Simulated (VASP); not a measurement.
Set up this calculation in VASP 6.6.1, as the native input.

```yaml
Task: relaxation of cell and atoms
Functional: PBE
Potentials_or_basis: VASP PAW PBE potentials, release 64 (In_d, Sb)
Cutoff: 600 eV
k_mesh: 12 × 12 × 12
Occupations: gaussian, width 0.1 eV
Spin: no spin polarisation
Dipole_correction: no
Further_INCAR_settings: ALGO = Normal; EDIFF = 1e-07; IBRION = 2; EDIFFG = -0.01; NSW = 100; ISIF = 3
```

The structure of InSb2 lies in POSCAR:

```
InSb2
1.0
    0.0000000000      3.6203356966      3.6203356966
    3.6203356966      0.0000000000      3.6203356966
    3.6203356966      3.6203356966      0.0000000000
In Sb
1 2
Direct
    0.0000000000      0.0000000000      0.0000000000
    0.2500000000      0.2500000000      0.2500000000
    0.7500000000      0.7500000000      0.7500000000
```

One way to write it, as run:

INCAR

```
ALGO = Normal ; EDIFF = 1E-7
EDIFFG = -0.01 ; ENCUT = 600
GGA = PE ; IBRION = 2
ISIF = 3 ; ISMEAR = 0
LASPH = True ; LCHARG = False
LREAL = False ; LWAVE = False
NELM = 100 ; NSW = 100
PREC = Accurate ; SIGMA = 0.1
```

KPOINTS

```
k-points
0
Gamma
  12 12 12
```

Potentials or basis: VASP PAW PBE potentials, release 64 (In_d, Sb).

Launch:

```sh
$ cat potpaw_PBE.64/In_d/POTCAR potpaw_PBE.64/Sb/POTCAR > POTCAR
$ mpirun -np 1 vasp_std > vasp.out
```

It gave:

The relaxed volume is 31.48 Å³/atom and the relaxed cell is a = 5.112 Å, b = 5.112 Å, c = 5.112 Å, α = 60.00°, β = 60.00°, γ = 60.00°. The space group after relaxing (to 0.05 Å) is Fm-3m (No. 225), the energy gained by relaxing is 0.1 meV/atom and the ionic steps are 3. The pressure after relaxing is 0.0 GPa.

It took 3.8 min on 1 thread of Intel(R) Xeon(R) Platinum 8488C (Sapphire Rapids) (shared host), peak memory 0.36 GiB.
